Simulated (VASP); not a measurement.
Gd: single point with PBE

Crystal: Gd.

```
Gd
1.0
     0.00000    2.25853    2.25853
     2.25853    0.00000    2.25853
     2.25853    2.25853    0.00000
Gd
1
Direct
  0.00000 0.00000 0.00000
```

This cell differs from its parent crystal: volume scaled by 0.7.

```json
{
  "Program": "VASP 6.6.1",
  "Task": "single point",
  "Functional": "PBE",
  "Potentials or basis": "VASP PAW PBE potentials, release 64 (Gd)",
  "Cutoff": "520 eV",
  "k mesh": "13 × 13 × 13",
  "Occupations": "fermi-dirac, width 0.05 eV",
  "Spin": "collinear spin, ferromagnetic start",
  "Starting moments": "[7.0] μB"
}
```

```yaml
Pressure: 20.4 GPa
Net_moment: 7.21 μB per cell
Site_moments: Gd +6.85 μB
Valence_electrons_inside_the_program's_atomic_spheres: Gd 15.45
```

Levels at points of the mesh, in eV from the Fermi level:
Spin up:
| k point | band 11 | band 12 | band 13 | band 14 | band 15 | band 16 |
| --- | --- | --- | --- | --- | --- | --- |
| (0.00, 0.00, 0.00) | -3.97 | -3.97 | 1.68 | 1.68 | 1.68 | 5.08 |
Spin down:
```tsv
k point	band 3	band 4	band 5	band 6	band 7	band 8
(0.00, 0.00, 0.00)	-18.83	-18.83	-4.35	0.51	0.97	0.97
```

It took 97 s on 1 thread of Intel Xeon 6975P-C, on a shared host, peak memory 0.2 GiB.

Caveat: spin-orbit coupling is left out, which moves the levels of the heavy elements. The state reached can hang on the start; a lower one may exist.
